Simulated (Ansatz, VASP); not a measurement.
One calculation of CuH3, two programs

```
Cu H
1.0
     2.53847    0.00000    0.00000
     0.00000    2.53847    0.00000
     0.00000    0.00000   28.92391
Cu H
1 3
Direct
  0.50000 0.50000 0.23442
  0.00000 0.00000 0.23415
  0.00000 0.00000 0.36542
  0.00000 0.00000 0.33964
```

Alike in both runs: functional PBE; k mesh 6 × 6 × 1; occupations gaussian, width 0.1 eV; no spin polarisation.

Ansatz relaxed the structure, and its values are those at the end. VASP's run is a single point on that final structure, the one shown.

|  | VASP | Ansatz |
| --- | --- | --- |
| version | VASP 6.6.1 | Ansatz 0.2.0 |
| potentials or method | VASP PAW PBE potentials, release 64 (Cu, H), cutoff 520 eV | scalar-relativistic, plane waves, PAW |
| valence electrons in the cell | 14 | 22 |

Ansatz gave:

* gap on the k mesh at the Fermi level (eV): none
* rms of the force components (eV/Å): 0.008

**Question.** What did VASP give for the same quantities?

**Answer.** gap on the k mesh at the Fermi level (eV): none; rms of the force components (eV/Å): 0.003.

A gap of «none» marks a metal or a gap that the smearing closes. VASP's potentials hold 14 valence electrons a cell and Ansatz's 22, so a difference there can come from the potentials and not from the codes. Ansatz's warnings: slab cell height set.

The k mesh is coarse, so the values compare programs but aren't converged.
